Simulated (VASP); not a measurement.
# Pt in VASP: further runs, part 2 of 2

VASP 6.6.1.

### Step 5. Single point, PBEsol

This run uses another cell than the first one, of 13.90 Å³/atom.

INCAR

```
SYSTEM = Pt
  ALGO = Normal
  EDIFF = 1E-6
  ENCUT = 520
  GGA = PS
  ISIF = 2
  ISMEAR = -1
  LASPH = .TRUE.
  LCHARG = .FALSE.
  LREAL = .FALSE.
  LWAVE = .FALSE.
  NBANDS = 17
  NELM = 60
  PREC = Accurate
  SIGMA = 0.05
```

KPOINTS

```
k-points
0
G
  11 11 6
  0 0 0
```

POSCAR

```
Pt
1.0
    2.6635335812      0.0000000000      0.0000000000
   -1.3317667906      2.3066877451      0.0000000000
    0.0000000000      0.0000000000      4.5245620144
Pt
2
Direct
    0.3333333333      0.6666666667      0.2500000000
    0.6666666667      0.3333333333      0.7500000000
```

Potentials or basis: VASP PAW PBE potentials, release 64 (Pt).

Run with:

```console
$ cat potpaw_PBE.64/Pt/POTCAR > POTCAR
$ mpirun -np 1 vasp_std > vasp.out
```

OUTCAR:

```text
SYSTEM = Pt
   EDIFF = 1E-6
   ENCUT = 520
   GGA = PS
   ISIF = 2
   ISMEAR = -1
   LASPH = .TRUE.
   LREAL = .FALSE.
   NELM = 60
   PREC = Accurate

 ion  position               nearest neighbor table
   1  0.333  0.667  0.250-   2 2.74   2 2.74   2 2.74   2 2.74   2 2.74   2 2.74
   2  0.667  0.333  0.750-   1 2.74   1 2.74   1 2.74   1 2.74   1 2.74   1 2.74

  LATTYP: Found a hexagonal cell.
 ALAT       =     2.6635335812
 C/A-ratio  =     1.6987065777

  Lattice vectors:

 A1 = (   2.6635335812,   0.0000000000,   0.0000000000)
 A2 = (  -1.3317667906,   2.3066877451,   0.0000000000)
 A3 = (   0.0000000000,   0.0000000000,   4.5245620144)

Analysis of symmetry for initial positions (statically):
=====================================================================
 Subroutine PRICEL returns:
 Original cell was already a primitive cell.

 Routine SETGRP: Setting up the symmetry group for a
 hexagonal supercell.

 Subroutine GETGRP returns: Found 24 space group operations
 (whereof 12 operations were pure point group operations)
 out of a pool of 24 trial point group operations.

The static configuration has the point symmetry D_3d.
 The point group associated with its full space group is D_6h.

Analysis of symmetry for dynamics (positions and initial velocities):
=====================================================================
 Subroutine PRICEL returns:
 Original cell was already a primitive cell.

 Routine SETGRP: Setting up the symmetry group for a
 hexagonal supercell.

 Subroutine GETGRP returns: Found 24 space group operations
 (whereof 12 operations were pure point group operations)
 out of a pool of 24 trial point group operations.

The dynamic configuration has the point symmetry D_3d.
 The point group associated with its full space group is D_6h.

 Subroutine INISYM returns: Found 24 space group operations
 (whereof 12 operations are pure point group operations),
 and found     1 'primitive' translations

[... 110 lines left out ...]
   EFERMI_NEDOS =   21; number of points for ismear=-14 and -15
   IALGO  =     38    algorithm
   IMIX   =      4    mixing-type and parameters
     AMIX     =   0.40;   BMIX     =  1.00
     AMIX_MAG =   1.60;   BMIX_MAG =  1.00
  volume/ion in A,a.u.               =      13.90        93.80
  Fermi-wavevector in a.u.,A,eV,Ry     =   1.466933  2.772102 29.278279  2.151893
  Thomas-Fermi vector in A             =   2.582611
   LORBIT       =      0    0 simple, 1 ext, 2 COOP (PROOUT), +10 PAW based schemes
   GGA     = PS    functional components
   LHFCALC =     F    Hartree Fock is set to
   AEXX    =    0.0000 exact exchange contribution
   IVDW    =     0    specifies the selected vdW correction
   LEPSILON=     F    determine dielectric tensor
   LRPA    =     F    only Hartree local field effects (RPA)
 non-spin polarized calculation
  energy-cutoff  :      520.00
  volume of cell :       27.80
 maximum number of plane-waves:       764
 NGX is ok and might be reduce to    20
   NGX =  9   NGY =  9   NGZ = 17

 number of electron      20.0000002 magnetization

 Free energy of the ion-electron system (eV)
  ---------------------------------------------------
  ext. energy  EPLUGINS =         0.00000000
  ---------------------------------------------------
  free energy    TOTEN  =       -13.59664578 eV

  energy without entropy =      -13.56352358  energy(sigma->0) =      -13.58008468

 E-fermi :  12.7208     XC(G=0): -14.1125

 val. band max:       12.7017974930   @ k =   0.4545   0.0909   0.5000
 cond. band min:      12.7257862045   @ k =   0.2727   0.2727   0.5000
 fundamental gap:      0.0239887116
 Fermi energy:        12.7208253662

 k-point     1 :       0.0000    0.0000    0.0000
  band No.  band energies     occupation
      1       1.4876      2.00000
      2       4.3378      2.00000
      3       8.0364      2.00000
      4       8.5161      2.00000
      5       8.5161      2.00000
      6       9.0183      2.00000
[... 457 lines left out ...]
      4       7.3706      2.00000
      5       8.1387      2.00000
      6       8.8047      2.00000
[... 9 lines left out ...]
     16      29.5237      0.00000
     17      30.6189      0.00000

 [... further k-points ...]

------------------------ aborting loop because EDIFF is reached ----------------------------------------

  FORCE on cell =-STRESS in cart. coord.  units (eV):
  Direction    XX          YY          ZZ          XY          YZ          ZX
  --------------------------------------------------------------------------------------
  -------------------------------------------------------------------------------------
  Total        5.1715135      5.1715135      5.1234641      0.0000000      0.0000000      0.0000000
  in kB      298.0606991    298.0606991    295.2913669      0.0000000      0.0000000      0.0000000
  external PRESSURE =     297.1375883 kB  Pullay stress =       0.0000000 kB

 VOLUME and BASIS-vectors are now :
 -----------------------------------------------------------------------------
  energy-cutoff  :      520.00
  volume of cell :       27.80
      direct lattice vectors                 reciprocal lattice vectors
     2.663533581  0.000000000  0.000000000     0.375441108  0.216761025  0.000000000
    -1.331766791  2.306687745  0.000000000     0.000000000  0.433522050  0.000000000
     0.000000000  0.000000000  4.524562014     0.000000000  0.000000000  0.221015868

 POSITION                                       TOTAL-FORCE (eV/Angst)
 -----------------------------------------------------------------------------------
     -0.00000      1.53779      1.13114        -0.000000      0.000000      0.000000
      1.33177      0.76890      3.39342         0.000000     -0.000000      0.000000
 -----------------------------------------------------------------------------------
    total drift:                               -0.000000      0.000000     -0.000000

  FREE ENERGIE OF THE ION-ELECTRON SYSTEM (eV)
  ---------------------------------------------------
  free  energy   TOTEN  =       -13.5966457841 eV

  energy  without entropy=      -13.5635235766  energy(sigma->0) =      -13.58008468
```

OSZICAR:

```text
N       E                     dE             d eps       ncg     rms          rms(c)
DAV:   1     0.102477837913E+03    0.10248E+03   -0.10597E+04  2176   0.115E+03
DAV:   2    -0.125498056737E+02   -0.11503E+03   -0.10954E+03  2401   0.252E+02
DAV:   3    -0.144425722519E+02   -0.18928E+01   -0.18724E+01  2674   0.322E+01
DAV:   4    -0.144517455152E+02   -0.91733E-02   -0.91714E-02  2607   0.233E+00
DAV:   5    -0.144518289159E+02   -0.83401E-04   -0.83401E-04  2655   0.229E-01    0.243E+01
DAV:   6    -0.137187469144E+02    0.73308E+00   -0.96235E-01  2282   0.897E+00    0.127E+01
DAV:   7    -0.136077856981E+02    0.11096E+00   -0.27827E-01  2534   0.482E+00    0.290E+00
DAV:   8    -0.135970420260E+02    0.10744E-01   -0.33129E-02  2375   0.158E+00    0.882E-01
DAV:   9    -0.135966343809E+02    0.40765E-03   -0.32616E-04  2534   0.158E-01    0.320E-02
DAV:  10    -0.135966440796E+02   -0.96987E-05   -0.85473E-06  2681   0.215E-02    0.111E-02
DAV:  11    -0.135966454096E+02   -0.13300E-05   -0.63118E-07  1406   0.654E-03    0.378E-03
DAV:  12    -0.135966457841E+02   -0.37452E-06   -0.61780E-08  1213   0.226E-03
   1 F= -.13596646E+02 E0= -.13580085E+02  d E =-.331222E-01
```

stdout:

```text
POSCAR found type information on POSCAR Pt
 POSCAR found :  1 types and       2 ions
 scaLAPACK will be used
 -----------------------------------------------------------------------------
|                                                                             |
|                                                                             |
|     You enforced a specific xc type in the INCAR file but a different       |
|     I HOPE YOU KNOW WHAT YOU ARE DOING!                                     |
|                                                                             |
 -----------------------------------------------------------------------------

 LDA part: xc-table for (Slater+PW92), standard interpolation
 POSCAR, INCAR and KPOINTS ok, starting setup
 FFT: planning ... GRIDC
 FFT: planning ... GRID_SOFT
 FFT: planning ... GRID
 WAVECAR not read
 entering main loop
```

It took 20 s on 1 thread of Intel Xeon 8259CL, shared host; peak memory 0.16 GiB.

What came out:

| Item | Value |
| --- | --- |
| Free energy | -13.5966 eV |
| Pressure | 29.7 GPa |
| Band gap on the k mesh | zero (bands 10 and 11 overlap by 1.45 eV) |

Levels at points of the mesh, in eV from the Fermi level:
```
           k point  band 7  band 8  band 9  band 10  band 11  band 12  band 13  band 14
(0.00, 0.00, 0.00)   -3.70   -2.41   -2.41    -1.22    -0.30    -0.30     5.83    14.69
(0.00, 0.00, 0.50)   -4.22   -4.22   -1.01    -1.01    -1.01    -1.01    13.10    13.10
```

Caveat: the cell stands under pressure; the PAW data sets were made with another functional, which shifts forces and pressure a little; spin-orbit coupling is left out, which moves the levels of the heavy elements.

### Step 6. Overview

```tsv
level	potentials or basis	spin	cell	k mesh	cutoff (eV)	smearing	gap on the mesh (eV)	pressure (GPa)
PBEsol	VASP PAW PBE potentials, release 64 (Pt)	non-collinear, zero start, SOC	a = 2.761, b = 2.761, c = 4.792 Å, angles 90.0, 90.0, 120.0°, 2 atoms, atomic positions A	11 × 11 × 6	520	fermi-dirac 0.05 eV	-	-10.2
r2SCAN	VASP PAW PBE potentials, release 64 (Pt_sv_GW)	off	a = 2.761, b = 2.761, c = 4.792 Å, angles 90.0, 90.0, 120.0°, 2 atoms, atomic positions B	8 × 8 × 4	550	gaussian 0.005 eV	none	-7.8
PBEsol	VASP PAW PBE potentials, release 64 (Pt)	off	a = 2.761, b = 2.761, c = 4.792 Å, angles 90.0, 90.0, 120.0°, 2 atoms, atomic positions A	8 × 8 × 4	520	fermi-dirac 0.05 eV	none	-10.8
PBEsol	VASP PAW PBE potentials, release 64 (Pt)	off	a = 2.664, b = 2.664, c = 4.525 Å, angles 90.0, 90.0, 120.0°, 2 atoms, atomic positions A	11 × 11 × 6	520	fermi-dirac 0.05 eV	none	29.7
```

Alike in all rows: task single point.

Caveats: the PAW data sets were made with another functional, which shifts forces and pressure a little; the cell stands under tension (at least some runs); spin-orbit coupling is left out, which moves the levels of the heavy elements (at least some runs); the cell stands under pressure (at least some runs).

Absolute energies hang on the potentials; compare differences alone.
